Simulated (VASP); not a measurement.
Runs of VASP 6.6.1 on TePb. The structure is that of space group Fm-3m (No. 225), or close to it. The cells are those of the table. 

```csv
cell,pressure (GPa)
"a = 4.659 Å, angles 60.0°, 2 atoms",(b)
"a = 4.539 Å, angles 60.0°, 2 atoms",3.1
"a = 4.629 Å, angles 60.0°, 2 atoms",0.3
"a = 4.508 Å, angles 60.0°, 2 atoms",4.2
"a = 4.476 Å, angles 60.0°, 2 atoms",5.5
"a = 4.600 Å, angles 60.0°, 2 atoms",1.2
"a = 4.569 Å, angles 60.0°, 2 atoms",(a)
```

Alike in all rows: task single point; level PBE; potentials or basis VASP PAW PBE potentials, release 64 (Te, Pb_d); no spin polarisation; k mesh 5 × 5 × 5; cutoff (eV) 520; smearing gaussian 0.01 eV.

Q: Estimate the missing entries.

A: (a) 2.1; (b) -0.4.
